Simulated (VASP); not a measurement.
Runs of VASP 6.6.1 on Sn. The structure is that of space group Fd-3m (No. 227), or close to it. The cells are those of the table. This isn't the form of Sn at room conditions, which is tetragonal (white tin).

| task | spin | cell | gap on the mesh (eV) | pressure (GPa) |
| --- | --- | --- | --- | --- |
| electric field gradients | off | a = 4.636, b = 4.636, c = 4.682 Å, angles 59.7, 59.7, 60.7°, 2 atoms | none | (a) |
| electric field gradients | off | a = 4.680 Å, angles 60.0°, 2 atoms | none | 0.6 |
| single point | non-collinear, zero start, SOC | a = 4.590 Å, angles 60.0°, 2 atoms | - | 3.2 |
| electric field gradients | off | a = 4.613 Å, angles 59.3°, 2 atoms | none | 3.2 |

Alike in all rows: level PBE; potentials or basis VASP PAW PBE potentials, release 64 (Sn_d); k mesh 9 × 9 × 9; cutoff (eV) 520; smearing fermi-dirac 0.03 eV.

Problem. Estimate the missing entries.

Solution. (a) 1.3.

Caveats: spin-orbit coupling is left out, which moves the levels of the heavy elements (at least some runs); the cell stands under pressure (at least some runs).

A k mesh can miss the band edges, and rows without SOC leave out spin-orbit coupling on Sn.

A gap of «none» marks levels without a gap at the run's occupations.
